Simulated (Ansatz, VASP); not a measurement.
One calculation of Ni2Ge, two programs

```xyz
6
Lattice="4.2964 0.0000 0.0000 -2.1482 3.7208 0.0000 0.0000 0.0000 5.0374" Properties=species:S:1:pos:R:3 pbc="T T T"
Ni    2.1482    1.2403    1.2593
Ni    0.0000    2.4805    3.7780
Ni    0.0000    0.0000    0.0000
Ni    0.0000    0.0000    2.5187
Ge    2.1482    1.2403    3.7780
Ge    0.0000    2.4805    1.2593
```

Change from the starting cell: strain +0.080 along x and y, +0.000 along z, atoms carried along.

Alike in both runs: task single point; functional r2SCAN; k mesh 12 × 12 × 10; occupations gaussian, width 0.15 eV; no spin polarisation.

|  | VASP | Ansatz |
| --- | --- | --- |
| version | VASP 6.6.1 | Ansatz 0.2.0 |
| potentials or method | VASP PAW PBE potentials, release 64 (Ni, Ge_d), cutoff 520 eV | scalar-relativistic, plane waves, PAW |
| valence electrons in the cell | 68 | 100 |

Ansatz gave:

```
gap on the k mesh at the Fermi level (eV)                     : none
pressure (GPa)                                                : -20.8
traceless stress, the component that is largest in VASP (GPa) : 9.11
```

Question: Which values does VASP return?

Answer: gap on the k mesh at the Fermi level (eV): none; pressure (GPa): -20.7; traceless stress, the component that is largest in VASP (GPa): 9.09.

VASP's potentials were made for PBE, not for r2SCAN. A gap of «none» marks a metal or a gap that the smearing closes. VASP's potentials hold 68 valence electrons a cell and Ansatz's 100, so a difference there can come from the potentials and not from the codes.
